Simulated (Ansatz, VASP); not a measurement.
**Zn2N: VASP beside Ansatz**

```
Zn N
1.0
     2.59779    0.00000    0.00000
     0.00000    2.59779    0.00000
     0.00000    0.00000    6.35951
Zn N
2 1
Direct
  0.00000 0.00000 0.00000
  0.50000 0.50000 0.50000
  0.50000 0.50000 0.00000
```

Alike in both runs: task single point; functional PBE; k mesh 6 × 6 × 4; occupations gaussian, width 0.1 eV; collinear spin.

```csv
,VASP,Ansatz
version,VASP 6.6.1,Ansatz 0.2.0
potentials or method,"VASP PAW PBE potentials, release 64 (Zn, N), cutoff 520 eV","scalar-relativistic, plane waves, PAW"
valence electrons in the cell,29,29
```

|  | VASP | Ansatz | Ansatz less VASP |
| --- | --- | --- | --- |
| gap on the k mesh at the Fermi level (eV) | none | none | - |
| pressure (GPa) | 23.8 | 22.4 | -1.42 |
| traceless stress, the component that is largest in VASP (GPa) | -28.53 | -27.04 | +1.485 |
| net moment per atom (μB) | 0.06 | 0.06 | -0.002 |
| size of the moment on the site where the two differ most (μB) | 0.07 | 0.05 | -0.021 |

Site moments also hang on the region over which each program counts them. A gap of «none» marks a metal or a gap that the smearing closes. With one functional, cell and mesh, what is left measures potentials, basis and numerics.

The k mesh is coarse, so the values compare programs but aren't converged.
